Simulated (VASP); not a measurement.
# PbO (P4/nmm) in VASP: single point with PBE

Aim: the single point of PbO with PBE.

Everything below comes from runs of VASP 6.6.1. Logs are shortened: lines on timing, memory, paths and dates and some standing lists are left out, and cuts for length are marked.

### 1 The cell of the first run

Symmetry: P4/nmm, No. 129, tetragonal system. Conventional cell: a = 3.990 Å, b = 3.990 Å, c = 5.010 Å, α = 90.00°, β = 90.00°, γ = 90.00°. Within 3.1 Å of Pb (site symmetry 4mm) lie 4 O at 2.33 Å. O (site symmetry -4m2) has 4 Pb at 2.33 Å and 4 O at 2.82 Å within 3.1 Å.

### 2 Single point, PBE

Input file INCAR:

```
  PREC = Accurate
  ENCUT = 520
  EDIFF = 1E-7
  ISMEAR = 0
  SIGMA = 0.01
  LREAL = False
  LASPH = True
  NELM = 60
  ALGO = Normal
  ISIF = 2
  LWAVE = False
  LCHARG = False
  GGA = PE
  NBANDS = 28
```

Input file KPOINTS:

```
Automatic mesh
0
Gamma
  4 4 3
```

Input file POSCAR:

```
PbO
1.0
    3.9900000000      0.0000000000      0.0000000000
    0.0000000000      3.9900000000      0.0000000000
    0.0000000000      0.0000000000      5.0100000000
Pb O
2 2
Direct
    0.0000000000      0.5000000000      0.2400000000
    0.5000000000      0.0000000000      0.7600000000
    0.0000000000      0.0000000000      0.0000000000
    0.5000000000      0.5000000000      0.0000000000
```

Potentials or basis: VASP PAW PBE potentials, release 64 (Pb_d, O).

Launch:

```console
> cat potpaw_PBE.64/Pb_d/POTCAR potpaw_PBE.64/O/POTCAR > POTCAR
> mpirun -np 1 vasp_std > vasp.out
```

OUTCAR:

```text
PREC = Accurate
   ENCUT = 520
   EDIFF = 1E-7
   ISMEAR = 0
   LREAL = False
   LASPH = True
   NELM = 60
   ISIF = 2
   GGA = PE

 ion  position               nearest neighbor table
   1  0.000  0.500  0.240-   3 2.33   4 2.33   3 2.33   4 2.33   2 3.71   2 3.71   2 3.71   2 3.71
                             2 3.84   2 3.84   2 3.84   2 3.84
   2  0.500  0.000  0.760-   3 2.33   4 2.33   4 2.33   3 2.33   1 3.71   1 3.71   1 3.71   1 3.71
                             1 3.84   1 3.84   1 3.84   1 3.84
   3  0.000  0.000  0.000-   1 2.33   2 2.33   1 2.33   2 2.33
   4  0.500  0.500  0.000-   1 2.33   2 2.33   2 2.33   1 2.33

  LATTYP: Found a simple tetragonal cell.
 ALAT       =     3.9900000000
 C/A-ratio  =     1.2556390977

  Lattice vectors:

 A1 = (   3.9900000000,   0.0000000000,   0.0000000000)
 A2 = (   0.0000000000,   3.9900000000,   0.0000000000)
 A3 = (   0.0000000000,   0.0000000000,   5.0100000000)

Analysis of symmetry for initial positions (statically):
=====================================================================
 Subroutine PRICEL returns:
 Original cell was already a primitive cell.

 Routine SETGRP: Setting up the symmetry group for a
 simple tetragonal supercell.

 Subroutine GETGRP returns: Found 16 space group operations
 (whereof  8 operations were pure point group operations)
 out of a pool of 16 trial point group operations.

The static configuration has the point symmetry D_2d.
 The point group associated with its full space group is D_4h.

Analysis of symmetry for dynamics (positions and initial velocities):
=====================================================================
 Subroutine PRICEL returns:
 Original cell was already a primitive cell.

 Routine SETGRP: Setting up the symmetry group for a
 simple tetragonal supercell.

 Subroutine GETGRP returns: Found 16 space group operations
 (whereof  8 operations were pure point group operations)
 out of a pool of 16 trial point group operations.

The dynamic configuration has the point symmetry D_2d.
 The point group associated with its full space group is D_4h.

 Subroutine INISYM returns: Found 16 space group operations
 (whereof  8 operations are pure point group operations),
 and found     1 'primitive' translations

----------------------------------------------------------------------------------------

                                     Primitive cell
[... 81 lines left out ...]
   NELM   =     60;   NELMIN=  2; NELMDL= -5     # of ELM steps
   EDIFF  = 0.1E-06   stopping-criterion for ELM
   LREAL  =      F    real-space projection
   EDIFFG = 0.1E-05   stopping-criterion for IOM
   NSW    =      0    number of steps for IOM
   IBRION =     -1    ionic relax: 0-MD 1-quasi-New 2-CG
   NFREE  =      0    steps in history (QN), initial steepest desc. (CG)
   ISIF   =      2    stress and relaxation
   ISYM   =      2    0-nonsym 1-usesym 2-fastsym
   POTIM  = 0.5000    time-step for ionic-motion
   TEBEG  =    0.0;   TEEND  =   0.0 temperature during run
   PSTRESS=    0.0 pullay stress
   NELECT =      40.0000    total number of electrons
   NUPDOWN=      -1.0000    fix difference up-down
   EMIN   =  10.00;   EMAX   =-10.00  energy-range for DOS
   EFERMI =   0.00;   METHOD = LEGACY
   ISMEAR =     0;   SIGMA  =   0.01  broadening in eV -4-tet -1-fermi 0-gaus
   EFERMI_NEDOS =   21; number of points for ismear=-14 and -15
   IALGO  =     38    algorithm
   IMIX   =      4    mixing-type and parameters
     AMIX     =   0.40;   BMIX     =  1.00
     AMIX_MAG =   1.60;   BMIX_MAG =  1.00
  volume/ion in A,a.u.               =      19.94       134.56
  Fermi-wavevector in a.u.,A,eV,Ry     =   1.300670  2.457909 23.017539  1.691741
  Thomas-Fermi vector in A             =   2.431853
   LORBIT       =      0    0 simple, 1 ext, 2 COOP (PROOUT), +10 PAW based schemes
   GGA     = PE    functional components
   LHFCALC =     F    Hartree Fock is set to
   AEXX    =    0.0000 exact exchange contribution
   IVDW    =     0    specifies the selected vdW correction
   LEPSILON=     F    determine dielectric tensor
   LRPA    =     F    only Hartree local field effects (RPA)
 non-spin polarized calculation
 Gauss-broadening in eV      SIGMA  =   0.01
  energy-cutoff  :      520.00
  volume of cell :       79.76
 maximum number of plane-waves:      2186
 NGX is ok and might be reduce to    30
   NGX = 15   NGY = 15   NGZ = 19

 number of electron      39.9999999 magnetization

 Free energy of the ion-electron system (eV)
  ---------------------------------------------------
  ext. energy  EPLUGINS =         0.00000000
  ---------------------------------------------------
  free energy    TOTEN  =       -21.43283502 eV

  energy without entropy =      -21.43283502  energy(sigma->0) =      -21.43283502

 E-fermi :   5.1285     XC(G=0):  -9.8276

 val. band max:        5.0760886567   @ k =   0.0000   0.0000   0.0000
 cond. band min:       6.2339644695   @ k =   0.5000   0.5000   0.0000
 fundamental gap:      1.1578758128
 Fermi energy:         5.1284501766

 k-point     1 :       0.0000    0.0000    0.0000
  band No.  band energies     occupation
      1     -13.1759      2.00000
      2     -12.6696      2.00000
      3     -10.9302      2.00000
      4     -10.9302      2.00000
      5     -10.8734      2.00000
      6     -10.8537      2.00000
[... 361 lines left out ...]
     27      15.3131      0.00000
     28      15.3131      0.00000

------------------------ aborting loop because EDIFF is reached ----------------------------------------

  FORCE on cell =-STRESS in cart. coord.  units (eV):
  Direction    XX          YY          ZZ          XY          YZ          ZX
  --------------------------------------------------------------------------------------
  -------------------------------------------------------------------------------------
  Total        1.7226179      1.7226179      1.1306576      0.0000000      0.0000000      0.0000000
  in kB       34.6031800     34.6031800     22.7121456      0.0000000      0.0000000      0.0000000
  external PRESSURE =      30.6395019 kB  Pullay stress =       0.0000000 kB

 VOLUME and BASIS-vectors are now :
 -----------------------------------------------------------------------------
  energy-cutoff  :      520.00
  volume of cell :       79.76
      direct lattice vectors                 reciprocal lattice vectors
     3.990000000  0.000000000  0.000000000     0.250626566  0.000000000  0.000000000
     0.000000000  3.990000000  0.000000000     0.000000000  0.250626566  0.000000000
     0.000000000  0.000000000  5.010000000     0.000000000  0.000000000  0.199600798

 POSITION                                       TOTAL-FORCE (eV/Angst)
 -----------------------------------------------------------------------------------
      0.00000      1.99500      1.20240        -0.000000     -0.000000      0.026102
      1.99500      0.00000      3.80760         0.000000      0.000000     -0.026102
      0.00000      0.00000      0.00000         0.000000     -0.000000      0.000000
      1.99500      1.99500      0.00000        -0.000000      0.000000      0.000000
 -----------------------------------------------------------------------------------
    total drift:                                0.000000      0.000000      0.000000

  FREE ENERGIE OF THE ION-ELECTRON SYSTEM (eV)
  ---------------------------------------------------
  free  energy   TOTEN  =       -21.4328350222 eV

  energy  without entropy=      -21.4328350222  energy(sigma->0) =      -21.43283502
```

stdout:

```text
POSCAR found type information on POSCAR PbO
 POSCAR found :  2 types and       4 ions
 scaLAPACK will be used
 LDA part: xc-table for (Slater+PW92), standard interpolation
 POSCAR, INCAR and KPOINTS ok, starting setup
 FFT: planning ... GRIDC
 FFT: planning ... GRID_SOFT
 FFT: planning ... GRID
 WAVECAR not read
 entering main loop
```

It took 46 s on 1 thread of Intel Xeon 8259CL, shared host; peak memory 0.19 GiB.

What came out:

```yaml
Free_energy: -21.4328 eV
Pressure: 3.1 GPa
Largest_force: 0.026 eV/Å
Band_gap_on_the_k_mesh: 1.16 eV (least direct gap 2.11 eV)
```

Forces on the atoms (eV/Å):
```
Pb   0.000  0.000  0.026
Pb   0.000  0.000 -0.026
O    0.000  0.000  0.000
O    0.000  0.000  0.000
```

Levels at points of the mesh, in eV from the valence-band top:
```tsv
k point	band 18	band 19	band 20	band 21	band 22	band 23
(0.00, 0.00, 0.00)	-1.56	-1.56	0.00	2.42	5.55	5.55
(0.50, 0.00, 0.00)	-2.90	-1.64	-1.64	3.39	3.39	6.62
(0.50, 0.50, 0.00)	-1.66	-0.95	-0.95	1.16	1.16	5.26
```

Caveat: the cell stands under pressure; spin-orbit coupling is left out, which moves the levels of the heavy elements; an odd mesh through Γ misses points on the zone boundary, where band edges can lie.
